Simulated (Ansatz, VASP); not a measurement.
# Mg7FeO8: VASP beside Ansatz

The input INCAR:

```
SYSTEM = Mg7FeO8
ALGO = Normal
EDIFF = 1E-6
ENCUT = 520
GGA = PS
ISIF = 2
ISMEAR = 0
ISPIN = 2
LASPH = .TRUE.
LCHARG = .TRUE.
LDAU = .TRUE.
LDAUJ = 0 0 0
LDAUL = 2 -1 -1
LDAUPRINT = 1
LDAUTYPE = 2
LDAUU = 4 0 0
LELF = .TRUE.
LMAXMIX = 4
LORBIT = 11
LREAL = Auto
LVHAR = .TRUE.
LWAVE = .FALSE.
MAGMOM = 3.41 0 0 0 0 0 0 0.01 0 0.05 0.05 0.05 0.05 0.05 0.05 0
NBANDS = 53
NELM = 150
PREC = Accurate
SIGMA = 0.05
```

Contents of KPOINTS:

```
k-points
0
G
  4 4 4
  0 0 0
```

File POSCAR:

```
Mg7FeO8
1.0
    0.0000000000      4.2136000000      4.2136000000
    4.2136000000      0.0000000000      4.2136000000
    4.2136000000      4.2136000000      0.0000000000
Fe Mg O
1 7 8
Direct
    0.0000000000      0.0000000000      1.0000000000
    0.0000000000      0.0000000000      0.5000000000
    0.0000000000      0.5000000000      0.0000000000
    0.0000000000      0.5000000000      0.5000000000
    0.5000000000      0.0000000000      0.0000000000
    0.5000000000      0.0000000000      0.5000000000
    0.5000000000      0.5000000000      0.0000000000
    0.5000000000      0.5000000000      0.5000000000
    0.2500000000      0.2500000000      0.2500000000
    0.2534698588      0.2534698588      0.7465301412
    0.2534698588      0.7465301412      0.2534698588
    0.2534698588      0.7465301412      0.7465301412
    0.7465301412      0.2534698588      0.2534698588
    0.7465301412      0.2534698588      0.7465301412
    0.7465301412      0.7465301412      0.2534698588
    0.7500000000      0.7500000000      0.7500000000
```

Input for Ansatz:

```yaml
crystal:
  lattice:
    - [0.0, 4.2136, 4.2136]
    - [4.2136, 0.0, 4.2136]
    - [4.2136, 4.2136, 0.0]
  atoms:
    - { symbol: Fe, position: [0.0, 0.0, 1.0], spin: 2.0 }
    - { symbol: Mg, position: [0.0, 0.0, 0.5] }
    - { symbol: Mg, position: [0.0, 0.5, 0.0] }
    - { symbol: Mg, position: [0.0, 0.5, 0.5] }
    - { symbol: Mg, position: [0.5, 0.0, 0.0] }
    - { symbol: Mg, position: [0.5, 0.0, 0.5] }
    - { symbol: Mg, position: [0.5, 0.5, 0.0] }
    - { symbol: Mg, position: [0.5, 0.5, 0.5] }
    - { symbol: O, position: [0.25, 0.25, 0.25] }
    - { symbol: O, position: [0.2534698588, 0.2534698588, 0.7465301412] }
    - { symbol: O, position: [0.2534698588, 0.7465301412, 0.2534698588] }
    - { symbol: O, position: [0.2534698588, 0.7465301412, 0.7465301412] }
    - { symbol: O, position: [0.7465301412, 0.2534698588, 0.2534698588] }
    - { symbol: O, position: [0.7465301412, 0.2534698588, 0.7465301412] }
    - { symbol: O, position: [0.7465301412, 0.7465301412, 0.2534698588] }
    - { symbol: O, position: [0.75, 0.75, 0.75] }
basis:
  ecutwfc: 420
  ecutrho_ratio: 4
kpoints:
  mp_grid: { grid: [4, 4, 4] }
hamiltonian:
  xc: pbesol
  hubbard: { sites: [{ site: 0, l: d, u_eff: 4.0 }] }
scf:
  occupations: { method: gaussian, width: 0.05 }
  lower_state_search: "off"
  max_iter: 150
output:
  forces: true
  stress: true
  eigenvalues: true
  populations: true
  hubbard: { sites: [{ site: 0, l: d }] }
magnetization:
  spin_polarized: true
  initial_magnetization: 2.0
  spin_locking: { lock_magnetization: soft, n_iters: 12 }
```

Alike in both runs: task single point; functional PBEsol; k mesh 4 × 4 × 4; occupations gaussian, width 0.05 eV; collinear spin; Hubbard terms Fe d U = 4.0 eV.

```csv
,VASP,Ansatz
version,VASP 6.6.1,Ansatz 0.2.0
potentials or method,"VASP PAW PBE potentials, release 64 (Fe, Mg, O), cutoff 520 eV","scalar-relativistic, plane waves, PAW"
valence electrons in the cell,70,134
```

```csv
,VASP,Ansatz,Ansatz less VASP
gap on the k mesh at the Fermi level (eV),none,none,-
pressure (GPa),0.7,1.5,+0.85
rms of the force components (eV/Å),0.024,0.000,-0.0235
net moment per atom (μB),0.25,0.25,0.000
size of the moment on the site where the two differ most (μB),3.73,3.41,-0.315
```

VASP's potentials were made for PBE, not for PBEsol. Site moments also hang on the region over which each program counts them. The programs project onto different local orbitals, so the same U acts differently, and such runs can settle in different states. Atom by atom the forces differ by 0.023 eV/Å (rms over components). A gap of «none» marks a metal or a gap that the smearing closes. VASP's potentials hold 70 valence electrons a cell and Ansatz's 134, so a difference there can come from the potentials and not from the codes. Ansatz's warnings: filled band counts differ across k points, stress scf threshold loose.
